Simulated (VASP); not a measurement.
MgO, 2 atoms in the cell. The structure is cubic, space group Fm-3m (No. 225). The conventional cell has a = 4.159 Å, b = 4.159 Å, c = 4.159 Å, α = 90.00°, β = 90.00°, γ = 90.00°. Mg (site symmetry m-3m) has 6 O at 2.08 Å within 2.8 Å. O (site symmetry m-3m) has 6 Mg at 2.08 Å within 2.8 Å. 

- Program: VASP 6.6.1
- Task: single point
- Functional: LDA
- Potentials or basis: VASP PAW LDA potentials, release 64 (Mg_sv, O)
- Cutoff: 840 eV
- k mesh: 20 × 20 × 20
- Occupations: fermi-dirac, width 0.05 eV
- Spin: no spin polarisation
- Dipole correction: no
- Further INCAR settings: ALGO = Normal; EDIFF = 1e-06; NBANDS = 15

Potentials or basis: VASP PAW LDA potentials, release 64 (Mg_sv, O).

Command:

```bash
$ cat potpaw_LDA.64/Mg_sv/POTCAR potpaw_LDA.64/O/POTCAR > POTCAR
$ mpirun -np 1 vasp_std > vasp.out
```

Hardware: 1 thread of Intel(R) Xeon(R) Platinum 8375C CPU @ 2.90GHz (Ice Lake), with other jobs on the host.

Q: Estimate the wall time of this run.

A: It took 85 s on 1 thread of Intel(R) Xeon(R) Platinum 8375C CPU @ 2.90GHz (Ice Lake), with other jobs on the host, peak memory 0.24 GiB. Counts: scf iterations 12, k points 256.
